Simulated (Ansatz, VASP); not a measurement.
Two plane-wave programs on LiCl

INCAR

```
SYSTEM = LiCl
PREC = Accurate
ENCUT = 520
EDIFF = 1E-6
ISMEAR = 0
SIGMA = 0.05
LREAL = .FALSE.
LASPH = .TRUE.
NELM = 60
ALGO = Normal
ISIF = 2
LWAVE = .FALSE.
LCHARG = .FALSE.
GGA = PE
NBANDS = 12
```

File KPOINTS:

```
regular mesh
0
G
  8 8 8
  0 0 0
```

File POSCAR:

```
LiCl
1.0
    0.0000000000      2.5647600000      2.3595792000
    2.5647600000      0.0000000000      2.3595792000
    2.5647600000      2.5647600000      0.0000000000
Li Cl
1 1
Direct
    0.0000000000      0.0000000000      0.0000000000
    0.5000000000      0.5000000000      0.5000000000
```

Input for Ansatz:

```yaml
crystal:
  lattice:
    - [0.0, 2.56476, 2.3595792]
    - [2.56476, 0.0, 2.3595792]
    - [2.56476, 2.56476, 0.0]
  atoms:
    - { symbol: Li, position: [0.0, 0.0, 0.0] }
    - { symbol: Cl, position: [0.5, 0.5, 0.5] }
basis:
  ecutwfc: 420
kpoints:
  mp_grid: { grid: [8, 8, 8] }
hamiltonian:
  xc: pbe
scf:
  occupations: { method: gaussian, width: 0.05 }
output:
  forces: true
  stress: true
  eigenvalues: true
```

Change from the starting cell: strain +0.000 along x and y, -0.080 along z, atoms carried along.

Alike in both runs: task single point; functional PBE; k mesh 8 × 8 × 8; occupations gaussian, width 0.05 eV; no spin polarisation.

```csv
,VASP,Ansatz
version,VASP 6.6.1,Ansatz 0.2.0
potentials or method,"VASP PAW PBE potentials, release 64 (Li_sv, Cl), cutoff 520 eV","scalar-relativistic, plane waves, PAW"
valence electrons in the cell,10,10
```

|  | VASP | Ansatz | Ansatz less VASP |
| --- | --- | --- | --- |
| gap on the k mesh at the Fermi level (eV) | 6.72 | 6.70 | -0.020 |
| least direct gap on the mesh (eV) | 6.75 | 6.74 | -0.014 |

Noted on VASP's run: the cutoff is under 1.25 times that of the potentials, so the pressure is a little rough.
